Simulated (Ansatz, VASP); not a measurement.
Two plane-wave programs on Mg

File INCAR:

```
PREC = Accurate
ENCUT = 520
EDIFF = 1E-6
ISMEAR = 0
SIGMA = 0.15
LREAL = F
LASPH = T
NELM = 100
ALGO = Fast
ISIF = 2
LWAVE = F
LCHARG = F
GGA = PS
NBANDS = 9
```

The input KPOINTS:

```
regular mesh
0
Gamma
  18 18 10
```

POSCAR

```
Mg
1.0
    3.1575000353      0.0000000000      0.0000000000
   -1.5787500176      2.7344752430      0.0000000000
    0.0000000000      0.0000000000      5.3825916074
Mg
2
Direct
    0.3333333333      0.6666666667      0.2500000000
    0.6666666667      0.3333333333      0.7500000000
```

Input for Ansatz:

```yaml
crystal:
  lattice:
    - [3.1575000353, 0.0, 0.0]
    - [-1.5787500176, 2.734475243, 0.0]
    - [0.0, 0.0, 5.3825916074]
  atoms:
    - { symbol: Mg, position: [0.3333333333, 0.6666666667, 0.25] }
    - { symbol: Mg, position: [0.6666666667, 0.3333333333, 0.75] }
basis:
  ecutwfc: 420
kpoints:
  mp_grid: { grid: [18, 18, 10] }
hamiltonian:
  xc: pbesol
scf:
  occupations: { method: gaussian, width: 0.15 }
output:
  forces: true
  stress: true
  eigenvalues: true
```

Alike in both runs: task single point; functional PBEsol; k mesh 18 × 18 × 10; occupations gaussian, width 0.15 eV; no spin polarisation.

```csv
,VASP,Ansatz
version,VASP 6.6.1,Ansatz 0.2.0
potentials or method,"VASP PAW PBE potentials, release 64 (Mg), cutoff 520 eV","scalar-relativistic, plane waves, PAW"
valence electrons in the cell,4,20
```

Ansatz gave:

```
gap on the k mesh at the Fermi level (eV)                     : none
pressure (GPa)                                                : -1.0
traceless stress, the component that is largest in VASP (GPa) : -1.50
```

Question: Which values does VASP return?

Answer: gap on the k mesh at the Fermi level (eV): none; pressure (GPa): -1.0; traceless stress, the component that is largest in VASP (GPa): -1.51.

VASP's potentials were made for PBE, not for PBEsol. A gap of «none» marks a metal or a gap that the smearing closes. VASP's potentials hold 4 valence electrons a cell and Ansatz's 20, so a difference there can come from the potentials and not from the codes.
